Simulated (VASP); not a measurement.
TiO2:

```
CELL_PARAMETERS angstrom
4.51500 0.00000 0.00000
0.00000 5.49700 0.00000
0.00000 0.00000 4.93900
ATOMIC_POSITIONS crystal
Ti 0.00000 0.17453 0.25000
Ti 0.50000 0.32547 0.75000
Ti 0.00000 0.82547 0.75000
Ti 0.50000 0.67453 0.25000
O 0.27040 0.38191 0.41969
O 0.22960 0.11809 0.91969
O 0.77040 0.11809 0.58031
O 0.72960 0.38191 0.08031
O 0.72960 0.61809 0.58031
O 0.77040 0.88191 0.08031
O 0.22960 0.88191 0.41969
O 0.27040 0.61809 0.91969
```

Base run:

- Program: VASP 6.6.1
- Functional: PBE
- Potentials or basis: VASP PAW PBE potentials, release 64 (Ti_sv, O)
- Cutoff: 520 eV
- k mesh: 5 × 5 × 5
- Occupations: fermi-dirac, width 0.02 eV
- Spin: no spin polarisation

Its results: band gap on the k mesh 2.64 eV, direct; pressure 5.9 GPa; largest force 0.035 eV/Å.

Q: The run is repeated on the same cell with these changes: functional from PBE to r2SCAN; further incar settings from ALGO = Normal; EDIFF = 1e-06; NBANDS = 60 to ALGO = Normal; EDIFF = 1e-08; NBANDS = 60. What comes out?

A: Band gap on the k mesh 3.04 eV, indirect (the least direct gap lies 0.8 meV higher); pressure 1.2 GPa; largest force 0.129 eV/Å.

Caveats: the PAW data sets were made with another functional, which shifts forces and pressure a little (some runs).

A k mesh can miss the band edges.
